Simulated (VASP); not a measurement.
Write the native input for VASP 6.6.1 that does the following.

```yaml
Task: single point
Functional: PBE
Potentials_or_basis: VASP PAW PBE potentials, release 64 (Ti_sv, Al, Ni)
Cutoff: 520 eV
k_mesh: 12 × 12 × 8
Occupations: gaussian, width 0.1 eV
Spin: no spin polarisation
Dipole_correction: no
Further_INCAR_settings: ALGO = Fast; EDIFF = 1e-06; NBANDS = 30
```

The structure of TiAl3Ni2 lies in POSCAR:

```
TiAl3Ni2
1.0
    4.0234919379      0.0000000278      0.0000000000
   -2.0117459930      3.4844462163      0.0000000000
    0.0000000000      0.0000000000      5.1639824994
Ti Al Ni
1 3 2
Direct
    0.0000000000      0.0000000000      0.5000000000
    0.3333333333      0.6666666667      0.2536331793
    0.6666666667      0.3333333333      0.7463668207
    0.0000000000      0.0000000000      0.0000000000
    0.3333333333      0.6666666667      0.7592320985
    0.6666666667      0.3333333333      0.2407679015
```

One way to write it, as run:

INCAR

```
SYSTEM = TiAl3Ni2
PREC = Accurate ; ENCUT = 520
EDIFF = 1E-6 ; ISMEAR = 0
SIGMA = 0.1 ; LREAL = .False.
LASPH = .True. ; NELM = 60
ALGO = Fast ; ISIF = 2
LWAVE = .False. ; LCHARG = .False.
GGA = PE ; NBANDS = 30
```

KPOINTS

```
regular mesh
0
Gamma
  12 12 8
  0 0 0
```

Potentials or basis: VASP PAW PBE potentials, release 64 (Ti_sv, Al, Ni).

The run is started by

```console
$ cat potpaw_PBE.64/Ti_sv/POTCAR potpaw_PBE.64/Al/POTCAR potpaw_PBE.64/Ni/POTCAR > POTCAR
$ mpirun -np 1 vasp_std > vasp.out
```

Results of the run:

The pressure is 22.7 GPa. The largest force is 0.011 eV/Å and the band gap on the k mesh is zero (an odd number of electrons rules out a gap without spin polarisation).

Caveat: the cell stands under pressure.

Run time: 4.1 min on 1 thread of Intel(R) Xeon(R) 6975P-C (Granite Rapids) (shared host), peak memory 0.38 GiB.
